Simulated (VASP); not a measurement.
# BeS2 (I4/mmm) in VASP: notebook

Runs on BeS2. Level: PBE. Tasks: relaxation of cell and atoms, single point.

Program: VASP 6.6.1. These are calculated values, not measurements. Logs are shortened: lines on timing, memory, paths and dates and some standing lists are left out, and cuts for length are marked.

## 1. The cell of the first run

The structure is tetragonal, space group I4/mmm (No. 139). The conventional cell has a = 4.496 Å, b = 4.496 Å, c = 5.429 Å, α = 90.00°, β = 90.00°, γ = 90.00°. Be (site symmetry 4/mmm) has 4 S at 2.25 Å within 3.0 Å. S (site symmetry mmm) has 2 Be at 2.25 Å and 2 S at 2.71 Å within 3.0 Å.

The cell was generated, and may not be a known phase.

## 2. Relaxation of cell and atoms, PBE

Input file INCAR:

```
SYSTEM = BeS2
ALGO = Normal ; EDIFF = 1E-6
EDIFFG = -0.04 ; ENCUT = 600
GGA = PE ; IBRION = 2
ISIF = 3 ; ISMEAR = 0
LASPH = .TRUE. ; LCHARG = .FALSE.
LREAL = .FALSE. ; LWAVE = .FALSE.
NELM = 60 ; NSW = 90
PREC = Accurate ; SIGMA = 0.1
```

Input file KPOINTS:

```
k-points
0
G
  6 6 6
  0 0 0
```

Input file POSCAR:

```
BeS2
1.0
   -2.2482222800      2.2482222800      2.7147292000
    2.2482222800     -2.2482222800      2.7147292000
    2.2482222800      2.2482222800     -2.7147292000
Be S
1 2
Direct
    0.0000000000      0.0000000000      0.0000000000
    0.5000000000      0.0000000000      0.5000000000
    0.0000000000      0.5000000000      0.5000000000
```

Potentials or basis: VASP PAW PBE potentials, release 64 (Be, S).

The run is started by

```console
cat potpaw_PBE.64/Be/POTCAR potpaw_PBE.64/S/POTCAR > POTCAR
mpirun -np 1 vasp_std > vasp.out
```

OUTCAR:

```text
SYSTEM = BeS2
   EDIFF = 1E-6
   EDIFFG = -0.04
   ENCUT = 600
   GGA = PE
   IBRION = 2
   ISIF = 3
   ISMEAR = 0
   LASPH = .TRUE.
   LREAL = .FALSE.
   NELM = 60
   NSW = 90
   PREC = Accurate

 ion  position               nearest neighbor table
   1  0.000  0.000  0.000-   2 2.25   3 2.25   3 2.25   2 2.25
   2  0.500  0.000  0.500-   1 2.25   1 2.25   3 2.71   3 2.71
   3  0.000  0.500  0.500-   1 2.25   1 2.25   2 2.71   2 2.71

  LATTYP: Found a body centered tetragonal cell.
 ALAT       =     4.4964445600
 C/A-ratio  =     1.2075003545

  Lattice vectors:

 A1 = (  -2.2482222800,   2.2482222800,   2.7147292000)
 A2 = (   2.2482222800,  -2.2482222800,   2.7147292000)
 A3 = (   2.2482222800,   2.2482222800,  -2.7147292000)

Analysis of symmetry for initial positions (statically):
=====================================================================
 Subroutine PRICEL returns:
 Original cell was already a primitive cell.

 Routine SETGRP: Setting up the symmetry group for a
 body centered tetragonal supercell.

 Subroutine GETGRP returns: Found 16 space group operations
 (whereof 16 operations were pure point group operations)
 out of a pool of 16 trial point group operations.

The static configuration has the point symmetry D_4h.

Analysis of symmetry for dynamics (positions and initial velocities):
=====================================================================
 Subroutine PRICEL returns:
 Original cell was already a primitive cell.

 Routine SETGRP: Setting up the symmetry group for a
 body centered tetragonal supercell.

 Subroutine GETGRP returns: Found 16 space group operations
 (whereof 16 operations were pure point group operations)
 out of a pool of 16 trial point group operations.

The dynamic configuration has the point symmetry D_4h.

 Subroutine INISYM returns: Found 16 space group operations
 (whereof 16 operations are pure point group operations),
 and found     1 'primitive' translations

----------------------------------------------------------------------------------------

                                     Primitive cell

  volume of cell :      54.8864

  direct lattice vectors                    reciprocal lattice vectors
    -2.248222280  2.248222280  2.714729200     0.000000000  0.222397938  0.184180433
     2.248222280 -2.248222280  2.714729200     0.222397938  0.000000000  0.184180433
     2.248222280  2.248222280 -2.714729200     0.222397938  0.222397938  0.000000000

  length of vectors
     4.180760872  4.180760872  4.180760872     0.288761623  0.288761623  0.314518181

  position of ions in fractional coordinates (direct lattice)
     0.000000000  0.000000000  0.000000000
     0.500000000  0.000000000  0.500000000
     0.000000000  0.500000000  0.500000000

  ion indices of the primitive-cell ions
   primitive index   ion index
                 1           1
                 2           2
                 3           3

----------------------------------------------------------------------------------------

 KPOINTS: k-points

Automatic generation of k-mesh.
 Grid dimensions read from file:
 generate k-points for:    6    6    6

 Generating k-lattice:

  Cartesian coordinates                     Fractional coordinates (reciprocal lattice)
     0.000000000  0.037066323  0.030696739     0.166666667  0.000000000  0.000000000
     0.037066323  0.000000000  0.030696739     0.000000000  0.166666667  0.000000000
     0.037066323  0.037066323  0.000000000     0.000000000  0.000000000  0.166666667

  Length of vectors
     0.048126937  0.048126937  0.052419697

  Shift w.r.t. Gamma in fractional coordinates (k-lattice)
     0.000000000  0.000000000  0.000000000

 Subroutine IBZKPT returns following result:
 ===========================================

 Found     30 irreducible k-points:

 Following reciprocal coordinates:
            Coordinates               Weight
  0.000000  0.000000  0.000000      1.000000
  0.166667  0.000000  0.000000      8.000000
  0.333333  0.000000  0.000000      8.000000
  0.500000  0.000000 -0.000000      4.000000
  0.166667  0.166667 -0.000000      8.000000
  0.333333  0.166667 -0.000000     16.000000
[... 16 lines left out ...]
 -0.333333 -0.333333  0.166667      8.000000
 -0.166667 -0.333333  0.166667      8.000000
 [... further k-points ...]
   k-points           NKPTS =     30   k-points in BZ     NKDIM =     30   number of bands    NBANDS=     11
   number of dos      NEDOS =    301   number of ions     NIONS =      3
   total plane-waves  NPLWV =  46656
   dimension x,y,z NGX =    36 NGY =   36 NGZ =   36
   dimension x,y,z NGXF=    72 NGYF=   72 NGZF=   72
   ions per type =               1   2
   NGX,Y,Z   is equivalent  to a cutoff of  14.32, 14.32, 14.32 a.u.
   NGXF,Y,Z  is equivalent  to a cutoff of  28.63, 28.63, 28.63 a.u.
 SYSTEM =  BeS2
   PREC   = accura    normal or accurate (medium, high low for compatibility)
   ISTART =      0    job   : 0-new  1-cont  2-samecut
   ICHARG =      2    charge: 1-file 2-atom 10-const
   ISPIN  =      1    spin polarized calculation?
   LNONCOLLINEAR =      F non collinear calculations
   LSORBIT =      F    spin-orbit coupling
   LASPH  =      T    aspherical Exc in radial PAW
   ENCUT  =  600.0 eV  44.10 Ry    6.64 a.u.   8.35  8.35  8.35*2*pi/ulx,y,z
   NELM   =     60;   NELMIN=  2; NELMDL= -5     # of ELM steps
   EDIFF  = 0.1E-05   stopping-criterion for ELM
   LREAL  =      F    real-space projection
   EDIFFG = -.4E-01   stopping-criterion for IOM
   NSW    =     90    number of steps for IOM
   IBRION =      2    ionic relax: 0-MD 1-quasi-New 2-CG
   NFREE  =      1    steps in history (QN), initial steepest desc. (CG)
   ISIF   =      3    stress and relaxation
   ISYM   =      2    0-nonsym 1-usesym 2-fastsym
   POTIM  = 0.5000    time-step for ionic-motion
   TEBEG  =    0.0;   TEEND  =   0.0 temperature during run
   PSTRESS=    0.0 pullay stress
   NELECT =      14.0000    total number of electrons
   NUPDOWN=      -1.0000    fix difference up-down
   EMIN   =  10.00;   EMAX   =-10.00  energy-range for DOS
   EFERMI =   0.00;   METHOD = LEGACY
   ISMEAR =     0;   SIGMA  =   0.10  broadening in eV -4-tet -1-fermi 0-gaus
   EFERMI_NEDOS =   21; number of points for ismear=-14 and -15
   IALGO  =     38    algorithm
   IMIX   =      4    mixing-type and parameters
     AMIX     =   0.40;   BMIX     =  1.00
     AMIX_MAG =   1.60;   BMIX_MAG =  1.00
  volume/ion in A,a.u.               =      18.30       123.46
  Fermi-wavevector in a.u.,A,eV,Ry     =   1.038235  1.961980 14.666166  1.077933
  Thomas-Fermi vector in A             =   2.172710
   LORBIT       =      0    0 simple, 1 ext, 2 COOP (PROOUT), +10 PAW based schemes
   GGA     = PE    functional components
   LHFCALC =     F    Hartree Fock is set to
   AEXX    =    0.0000 exact exchange contribution
   IVDW    =     0    specifies the selected vdW correction
   LEPSILON=     F    determine dielectric tensor
   LRPA    =     F    only Hartree local field effects (RPA)
 conjugate gradient relaxation of ions
 non-spin polarized calculation
 Gauss-broadening in eV      SIGMA  =   0.10
  energy-cutoff  :      600.00
  volume of cell :       54.89
 maximum number of plane-waves:      1846
 NGX is ok and might be reduce to    36
   NGX = 17   NGY = 17   NGZ = 17

--------------------------------------- Ionic step        1  -------------------------------------------

 number of electron      13.9999999 magnetization

 Free energy of the ion-electron system (eV)
  ---------------------------------------------------
  ext. energy  EPLUGINS =         0.00000000
  ---------------------------------------------------
  free energy    TOTEN  =       -11.26151712 eV

  energy without entropy =      -11.25170202  energy(sigma->0) =      -11.25660957

 E-fermi :   4.0813     XC(G=0):  -9.3010

 val. band max:        4.0423991992   @ k =   0.5000   0.1667  -0.0000
 cond. band min:       4.1395272276   @ k =  -0.3333   0.5000   0.1667
 fundamental gap:      0.0971280284
 Fermi energy:         4.0813070269

 k-point     1 :       0.0000    0.0000    0.0000
  band No.  band energies     occupation
      1     -10.4172      2.00000
      2      -6.1878      2.00000
      3       0.0338      2.00000
      4       0.0620      2.00000
      5       0.0620      2.00000
      6       3.1659      2.00000
      7       3.1659      2.00000
      8       5.6850      0.00000
      9       5.8558      0.00000
     10       8.9693      0.00000
     11       9.3038      0.00000
[... 426 lines left out ...]
  FREE ENERGIE OF THE ION-ELECTRON SYSTEM (eV)
  ---------------------------------------------------
  free  energy   TOTEN  =       -11.3775864920 eV

  energy  without entropy=      -11.3682779721  energy(sigma->0) =      -11.37293223

[... ionic steps 4 to 7 ...]

--------------------------------------- Ionic step        8  -------------------------------------------

 number of electron      13.9999998 magnetization

------------------------ aborting loop because EDIFF is reached ----------------------------------------

  FORCE on cell =-STRESS in cart. coord.  units (eV):
  Direction    XX          YY          ZZ          XY          YZ          ZX
  --------------------------------------------------------------------------------------
  -------------------------------------------------------------------------------------
  Total        0.3051124      0.3051124      0.1907771      0.0000000      0.0000000      0.0000000
  in kB       10.1569829     10.1569829      6.3508384      0.0000000      0.0000000      0.0000000
  external PRESSURE =       8.8882681 kB  Pullay stress =       0.0000000 kB
[... 59 lines left out ...]
  energy  without entropy=      -11.4275835231  energy(sigma->0) =      -11.43066968

--------------------------------------- Ionic step       10  -------------------------------------------

 number of electron      13.9999998 magnetization

 Free energy of the ion-electron system (eV)
  ---------------------------------------------------
  ext. energy  EPLUGINS =         0.00000000
  ---------------------------------------------------
  free energy    TOTEN  =       -11.43492040 eV

  energy without entropy =      -11.42883624  energy(sigma->0) =      -11.43187832

 E-fermi :   5.6455     XC(G=0):  -9.8115

 val. band max:        5.6211978896   @ k =  -0.3333   0.3333   0.0000
 cond. band min:       5.7609092450   @ k =   0.3333   0.0000   0.0000
 fundamental gap:      0.1397113554
 Fermi energy:         5.6455466975

 k-point     1 :       0.0000    0.0000    0.0000
  band No.  band energies     occupation
      1     -10.1364      2.00000
      2      -4.2958      2.00000
      3      -0.0699      2.00000
      4       1.3864      2.00000
      5       1.3864      2.00000
      6       4.1007      2.00000
      7       4.1007      2.00000
      8       6.9310      0.00000
      9       8.5985      0.00000
     10      10.0832      0.00000
     11      10.0832      0.00000
[... 352 lines left out ...]
  FREE ENERGIE OF THE ION-ELECTRON SYSTEM (eV)
  ---------------------------------------------------
  free  energy   TOTEN  =       -11.4349203979 eV

  energy  without entropy=      -11.4288362406  energy(sigma->0) =      -11.43187832

 reached required accuracy - stopping structural energy minimisation
```

Wall time 3.6 min (1 thread of AMD EPYC 7R43 (Zen 3), shared host); peak memory 0.17 GiB.

What came out:

- Free energy: -11.4349 eV
- Relaxed volume: 16.21 Å³/atom
- Relaxed cell: a = 3.991 Å, b = 3.991 Å, c = 3.991 Å, α = 112.24°, β = 112.24°, γ = 104.07°
- Space group after relaxing (to 0.1 Å): I4/mmm (No. 139)
- Energy gained by relaxing: 57.8 meV/atom
- Ionic steps: 10
- Pressure after relaxing: 0.1 GPa
- Band gap on the k mesh: zero (bands 7 and 8 overlap by 2.53 eV)

Stress tensor (GPa, compression positive):
```
-0.01  0.00  0.00
 0.00 -0.01  0.00
 0.00  0.00  0.20
```

The path:
```tsv
step	energy change (eV)	largest force (eV/Å)	pressure (GPa)	volume (Å³)
1	0.0000	0.0000	-6.26	54.89
2	-0.1160	0.0000	0.22	49.40
3	-0.1161	0.0000	0.11	49.47
4	-0.1354	0.0000	0.14	49.15
5	-0.1709	0.0000	0.67	48.28
6	-0.1708	0.0000	1.08	48.01
7	-0.1719	0.0000	0.84	48.16
8	-0.1719	0.0000	0.89	48.13
9	-0.1722	0.0000	-0.68	49.07
10	-0.1734	0.0000	0.06	48.62
```

Final structure:
```
Be S
1.0
    -2.22503    2.22503    2.45524
     2.22503   -2.22503    2.45524
     2.22503    2.22503   -2.45524
Be S
1 2
Direct
  0.00000 0.00000 0.00000
  0.50000 0.00000 0.50000
  0.00000 0.50000 0.50000
```

## 3. Single point, PBE

This run uses another cell than the first one, of 16.28 Å³/atom.

Input file INCAR:

```
SYSTEM = BeS2
PREC = Accurate
ENCUT = 520
EDIFF = 1E-6
ISMEAR = 0
SIGMA = 0.1
LREAL = .False.
LASPH = .True.
NELM = 80
ALGO = Normal
ISIF = 2
LWAVE = .False.
LCHARG = .True.
GGA = PE
LELF = .True.
LVHAR = .True.
NBANDS = 14
```

Input file KPOINTS:

```
Automatic mesh
0
Gamma
  14 14 14
  0 0 0
```

Input file POSCAR:

```
BeS2
1.0
   -2.2120639132      2.2120639132      2.4952504211
    2.2120639132     -2.2120639132      2.4952504211
    2.2120639132      2.2120639132     -2.4952504211
Be S
1 2
Direct
    0.0000000000      0.0000000000      0.0000000000
    0.5000000000      0.0000000000      0.5000000000
    0.0000000000      0.5000000000      0.5000000000
```

Potentials or basis: VASP PAW PBE potentials, release 64 (Be, S).

The run is started by

```console
cat potpaw_PBE.64/Be/POTCAR potpaw_PBE.64/S/POTCAR > POTCAR
mpirun -np 1 vasp_std > vasp.out
```

It took 3.4 min on 1 thread of AMD EPYC 7R43 (Zen 3), shared host; peak memory 0.23 GiB.

It converged, with:

```yaml
Free_energy: -11.4360 eV
Pressure: -0.1 GPa
Band_gap_on_the_k_mesh: zero (bands 7 and 8 overlap by 2.76 eV)
```

Stress tensor (GPa, compression positive):
```
 0.01  0.00  0.00
 0.00  0.01  0.00
 0.00  0.00 -0.17
```

Levels at points of the mesh, in eV from the Fermi level:
| k point | band 5 | band 6 | band 7 | band 8 | band 9 | band 10 |
| --- | --- | --- | --- | --- | --- | --- |
| (0.00, 0.00, 0.00) | -4.26 | -1.39 | -1.39 | 1.56 | 2.75 | 4.57 |
| (0.50, 0.00, 0.00) | -2.79 | -2.46 | -1.99 | -1.71 | 3.97 | 5.11 |
| (0.50, 0.50, 0.00) | -3.63 | -1.20 | 0.72 | 1.18 | 3.72 | 4.11 |
| (0.50, 0.50, 0.50) | -6.35 | -0.05 | 0.22 | 0.22 | 4.56 | 5.21 |

## 4. Relaxation of cell and atoms, PBE

This run uses another cell than the first one, of 16.21 Å³/atom.

Input file INCAR:

```
SYSTEM = BeS2
  PREC = Accurate
  ENCUT = 600
  EDIFF = 1E-6
  ISMEAR = 0
  SIGMA = 0.1
  LREAL = .False.
  LASPH = .True.
  NELM = 80
  ALGO = Normal
  ISIF = 3
  LWAVE = .False.
  LCHARG = .False.
  GGA = PE
  IBRION = 2
  NSW = 100
  EDIFFG = -0.01
```

KPOINTS is that of step 3.

Input file POSCAR:

```
BeS2
1.0
   -2.2231966528      2.2231966528      2.4601811477
    2.2231966528     -2.2231966528      2.4601811477
    2.2231966528      2.2231966528     -2.4601811477
Be S
1 2
Direct
    0.0000000000      0.0000000000      0.0000000000
    0.5000000000      0.0000000000      0.5000000000
    0.0000000000      0.5000000000      0.5000000000
```

The run is started by

```console
cat potpaw_PBE.64/Be/POTCAR potpaw_PBE.64/S/POTCAR > POTCAR
mpirun -np 1 vasp_std > vasp.out
```

It took 7.1 min on 1 thread of AMD EPYC 7R43 (Zen 3), shared host; peak memory 0.26 GiB.

Results (log left out):

| Property | Result |
| --- | --- |
| Free energy | -11.4365 eV |
| Relaxed volume | 16.28 Å³/atom |
| Relaxed cell | a = 4.001 Å, b = 4.001 Å, c = 4.001 Å, α = 112.84°, β = 112.84°, γ = 102.92° |
| Space group after relaxing (to 0.1 Å) | I4/mmm (No. 139) |
| Energy gained by relaxing | 1.5 meV/atom |
| Ionic steps | 5 |
| Pressure after relaxing | 0.0 GPa |
| Band gap on the k mesh | zero (bands 7 and 8 overlap by 2.75 eV) |

The path:
```
step  energy change (eV)  largest force (eV/Å)  pressure (GPa)  volume (Å³)
   1              0.0000                0.0000            0.09        48.64
   2             -0.0040                0.0000            0.13        48.70
   3             -0.0045                0.0000            0.16        48.73
   4             -0.0045                0.0000            0.15        48.72
   5             -0.0045                0.0000           -0.04        48.84
```

Final structure:
```cif
data_structure
_symmetry_space_group_name_H-M 'P 1'
_symmetry_Int_Tables_number 1
_cell_length_a 4.0014
_cell_length_b 4.0014
_cell_length_c 4.0014
_cell_angle_alpha 112.844
_cell_angle_beta 112.844
_cell_angle_gamma 102.918
_cell_volume 48.84
loop_
_atom_site_label
_atom_site_type_symbol
_atom_site_fract_x
_atom_site_fract_y
_atom_site_fract_z
_atom_site_occupancy
Be1 Be 0.00000 0.00000 0.00000 1
S1 S 0.50000 0.00000 0.50000 1
S2 S 0.00000 0.50000 0.50000 1
```

Levels at points of the mesh, in eV from the Fermi level:
```
           k point  band 4  band 5  band 6  band 7  band 8  band 9  band 10  band 11
(0.00, 0.00, 0.00)   -4.25   -4.25   -1.39   -1.39    1.54    2.77     4.57     4.57
(0.50, 0.00, 0.00)   -4.61   -2.79   -2.46   -1.99   -1.70    3.97     5.10     5.42
(0.50, 0.50, 0.00)   -6.18   -3.62   -1.21    0.72    1.18    3.71     4.13     4.57
(0.50, 0.50, 0.50)   -6.35   -6.35   -0.06    0.22    0.22    4.58     5.20     8.77
```

## 5. Overview

| task | cell | k mesh | cutoff (eV) | gap on the mesh (eV) | pressure (GPa) | relaxed volume (Å³/atom) |
| --- | --- | --- | --- | --- | --- | --- |
| relaxation of cell and atoms | relaxed from a = 4.181 Å, angles 114.9, 114.9, 99.0°, 3 atoms | 6 × 6 × 6 | 600 | none | 0.1 | 16.21 |
| single point | a = 4.002 Å, angles 112.9, 112.9, 102.8°, 3 atoms | 14 × 14 × 14 | 520 | none | -0.1 | - |
| relaxation of cell and atoms | relaxed from a = 3.992 Å, angles 112.3, 112.3, 103.9°, 3 atoms | 14 × 14 × 14 | 600 | none | 0.0 | 16.28 |

Alike in all rows: level PBE; potentials or basis VASP PAW PBE potentials, release 64 (Be, S); no spin polarisation; smearing gaussian 0.1 eV.

Total energies depend on the potentials used, so only differences within one code and one set of settings carry meaning.

The gap in the log of VASP goes by the Fermi energy; the results here count the filled bands.